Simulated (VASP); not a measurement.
# Hf in VASP: single point with PBE

Aim: the single point of Hf with PBE.

All numbers are computed with VASP 6.6.1; they aren't measurements. Logs are shortened: lines on timing, memory, paths and dates and some standing lists are left out, and cuts for length are marked.

## 1. The cell of the first run

The cell holds a slab with vacuum, 6 atoms: a = 3.203 Å, b = 5.070 Å, c = 22.473 Å, α = 90.00°, β = 90.00°, γ = 90.00°.

## 2. Single point, PBE

The input, INCAR:

```
ALGO = Normal
DIPOL = 0.5 0.5 0.500
EDIFF = 1E-6
ENCUT = 520
GGA = PE
IDIPOL = 3
ISIF = 2
ISMEAR = -1
LASPH = True
LCHARG = False
LDIPOL = True
LREAL = False
LWAVE = False
NBANDS = 39
NELM = 80
PREC = Accurate
SIGMA = 0.05
```

The input, KPOINTS:

```
k-points
0
Gamma
  13 8 1
```

The input, POSCAR:

```
Hf
1.0
    3.2031969917      0.0000000000      0.0000000000
    0.0000000000      5.0702495505      0.0000000000
    0.0000000000      0.0000000000     22.4728000000
Hf
6
Direct
    0.7500000000      0.7500000000      0.3559862753
    0.2500000000      0.2500000000      0.3971330540
    0.2500000000      0.7500000000      0.4794266106
    0.7500000000      0.2500000000      0.5205733894
    0.7500000000      0.7500000000      0.6028669460
    0.2500000000      0.2500000000      0.6440137247
```

Potentials or basis: VASP PAW PBE potentials, release 64 (Hf_pv).

Started as:

```bash
$ cat potpaw_PBE.64/Hf_pv/POTCAR > POTCAR
$ mpirun -np 1 vasp_std > vasp.out
```

OUTCAR:

```text
EDIFF = 1E-6
   ENCUT = 520
   GGA = PE
   ISIF = 2
   ISMEAR = -1
   LASPH = True
   LREAL = False
   NELM = 80
   PREC = Accurate

 ion  position               nearest neighbor table
   1  0.750  0.750  0.356-   2 3.14   2 3.14   2 3.14   2 3.14   3 3.20   3 3.20
   2  0.250  0.250  0.397-   3 3.14   3 3.14   1 3.14   1 3.14   1 3.14   1 3.14   4 3.20   4 3.20

   3  0.250  0.750  0.479-   2 3.14   2 3.14   4 3.14   4 3.14   4 3.14   4 3.14   1 3.20   1 3.20
                             5 3.20   5 3.20
   4  0.750  0.250  0.521-   5 3.14   5 3.14   3 3.14   3 3.14   3 3.14   3 3.14   6 3.20   6 3.20
                             2 3.20   2 3.20
   5  0.750  0.750  0.603-   4 3.14   4 3.14   6 3.14   6 3.14   6 3.14   6 3.14   3 3.20   3 3.20

   6  0.250  0.250  0.644-   5 3.14   5 3.14   5 3.14   5 3.14   4 3.20   4 3.20

  LATTYP: Found a simple orthorhombic cell.
 ALAT       =     3.2031969917
 B/A-ratio  =     1.5828716010
 C/A-ratio  =     7.0157408546

  Lattice vectors:

 A1 = (   3.2031969917,   0.0000000000,   0.0000000000)
 A2 = (   0.0000000000,   5.0702495505,   0.0000000000)
 A3 = (   0.0000000000,   0.0000000000,  22.4728000000)

Analysis of symmetry for initial positions (statically):
=====================================================================
 Subroutine PRICEL returns:
 Original cell was already a primitive cell.

 Routine SETGRP: Setting up the symmetry group for a
 simple orthorhombic supercell.

 Subroutine GETGRP returns: Found  8 space group operations
 (whereof  2 operations were pure point group operations)
 out of a pool of  8 trial point group operations.

The static configuration has the point symmetry S_2 .
 The point group associated with its full space group is D_2h.

Analysis of symmetry for dynamics (positions and initial velocities):
=====================================================================
 Subroutine PRICEL returns:
 Original cell was already a primitive cell.

 Routine SETGRP: Setting up the symmetry group for a
 simple orthorhombic supercell.

 Subroutine GETGRP returns: Found  8 space group operations
 (whereof  2 operations were pure point group operations)
 out of a pool of  8 trial point group operations.

The dynamic configuration has the point symmetry S_2 .
 The point group associated with its full space group is D_2h.

 Subroutine INISYM returns: Found  8 space group operations
 (whereof  2 operations are pure point group operations),
 and found     1 'primitive' translations

----------------------------------------------------------------------------------------

[... 111 lines left out ...]
   NELECT =      60.0000    total number of electrons
   NUPDOWN=      -1.0000    fix difference up-down
   EMIN   =  10.00;   EMAX   =-10.00  energy-range for DOS
   EFERMI =   0.00;   METHOD = LEGACY
   ISMEAR =    -1;   SIGMA  =   0.05  broadening in eV -4-tet -1-fermi 0-gaus
   EFERMI_NEDOS =   21; number of points for ismear=-14 and -15
   IALGO  =     38    algorithm
   IMIX   =      4    mixing-type and parameters
     AMIX     =   0.40;   BMIX     =  1.00
     AMIX_MAG =   1.60;   BMIX_MAG =  1.00
  volume/ion in A,a.u.               =      60.83       410.50
  Fermi-wavevector in a.u.,A,eV,Ry     =   0.896813  1.694731 10.942804  0.804273
  Thomas-Fermi vector in A             =   2.019318
   LORBIT       =      0    0 simple, 1 ext, 2 COOP (PROOUT), +10 PAW based schemes
   GGA     = PE    functional components
   LHFCALC =     F    Hartree Fock is set to
   AEXX    =    0.0000 exact exchange contribution
   IVDW    =     0    specifies the selected vdW correction
   LEPSILON=     F    determine dielectric tensor
   LRPA    =     F    only Hartree local field effects (RPA)
 non-spin polarized calculation
  energy-cutoff  :      520.00
  volume of cell :      364.98
 maximum number of plane-waves:      9906
 NGX is ok and might be reduce to    24
   NGX = 11   NGY = 19   NGZ = 83

 number of electron      60.0000001 magnetization

 dipolmoment           0.000000      0.000000     -0.000000 electrons x Angstroem

 Free energy of the ion-electron system (eV)
  ---------------------------------------------------
  ext. energy  EPLUGINS =         0.00000000
  ---------------------------------------------------
  free energy    TOTEN  =       -55.74787768 eV

  energy without entropy =      -55.67454051  energy(sigma->0) =      -55.71120909

 E-fermi :  -0.4451     XC(G=0):  -5.1259

 val. band max:       -0.4597796837   @ k =   0.2308   0.0000   0.0000
 cond. band min:      -0.4378562521   @ k =   0.4615   0.3750   0.0000
 fundamental gap:      0.0219234317
 Fermi energy:        -0.4450949642

 k-point     1 :       0.0000    0.0000    0.0000
  band No.  band energies     occupation
      1     -31.7518      2.00000
      2     -31.7465      2.00000
      3     -31.6817      2.00000
      4     -31.6546      2.00000
      5     -31.4321      2.00000
      6     -31.2652      2.00000
[... 997 lines left out ...]
     38       0.6968      0.00000
     39       1.1108      0.00000

 [... further k-points ...]

------------------------ aborting loop because EDIFF is reached ----------------------------------------

 vacuum level on the upper side and lower side of the slab       (xc-potential included)        -0.176        -0.176

  FORCE on cell =-STRESS in cart. coord.  units (eV):
  Direction    XX          YY          ZZ          XY          YZ          ZX
  --------------------------------------------------------------------------------------
  -------------------------------------------------------------------------------------
  Total       -5.5370790     -4.5762806     -3.9641173      0.0000000      0.0000000      0.0000000
  in kB      -24.3064277    -20.0887565    -17.4015089      0.0000000      0.0000000      0.0000000
  external PRESSURE =     -20.5988977 kB  Pullay stress =       0.0000000 kB

 VOLUME and BASIS-vectors are now :
 -----------------------------------------------------------------------------
  energy-cutoff  :      520.00
  volume of cell :      364.98
      direct lattice vectors                 reciprocal lattice vectors
     3.203196992  0.000000000  0.000000000     0.312188105  0.000000000  0.000000000
     0.000000000  5.070249550  0.000000000     0.000000000  0.197228951  0.000000000
     0.000000000  0.000000000 22.472800000     0.000000000  0.000000000  0.044498238

 POSITION                                       TOTAL-FORCE (eV/Angst)
 -----------------------------------------------------------------------------------
      2.40240      3.80269      8.00001         0.000000      0.000000      0.539046
      0.80080      1.26756      8.92469         0.000000     -0.000000      0.161054
      0.80080      3.80269     10.77406         0.000000      0.000000     -0.314750
      2.40240      1.26756     11.69874         0.000000      0.000000      0.314750
      2.40240      3.80269     13.54811         0.000000     -0.000000     -0.161054
      0.80080      1.26756     14.47279        -0.000000      0.000000     -0.539046
 -----------------------------------------------------------------------------------
    total drift:                                0.000000      0.000000      0.000000

  FREE ENERGIE OF THE ION-ELECTRON SYSTEM (eV)
  ---------------------------------------------------
  free  energy   TOTEN  =       -55.7478776765 eV

  energy  without entropy=      -55.6745405090  energy(sigma->0) =      -55.71120909

 vacuum level on the upper side and lower side of the slab         3.158         3.158
```

stdout:

```text
POSCAR found type information on POSCAR Hf
 POSCAR found :  1 types and       6 ions
 scaLAPACK will be used
 LDA part: xc-table for (Slater+PW92), standard interpolation
 POSCAR, INCAR and KPOINTS ok, starting setup
 FFT: planning ... GRIDC
 FFT: planning ... GRID_SOFT
 FFT: planning ... GRID
 WAVECAR not read
 entering main loop
```

Run time: 32 min. Hardware: 1 thread of Intel Xeon 8259CL, shared host; peak memory 0.64 GiB.

Results:

```yaml
Free_energy: -55.7479 eV
Largest_force: 0.539 eV/Å
Band_gap_on_the_k_mesh: zero (bands 30 and 31 overlap by 0.43 eV)
```

Forces on the atoms (eV/Å):
```
Hf   0.000  0.000  0.539
Hf   0.000  0.000  0.161
Hf   0.000  0.000 -0.315
Hf   0.000  0.000  0.315
Hf   0.000  0.000 -0.161
Hf   0.000  0.000 -0.539
```

Levels at points of the mesh, in eV from the Fermi level:
```tsv
k point	band 27	band 28	band 29	band 30	band 31	band 32	band 33	band 34
(0.00, 0.00, 0.00)	-0.67	-0.57	0.02	0.21	0.64	0.95	0.96	1.20
(0.00, 0.50, 0.00)	-0.78	-0.78	0.04	0.04	0.32	0.32	0.42	0.42
```

Caveat: spin-orbit coupling is left out, which moves the levels of the heavy elements.

The gap in the log of VASP goes by the Fermi energy; the results here count the filled bands.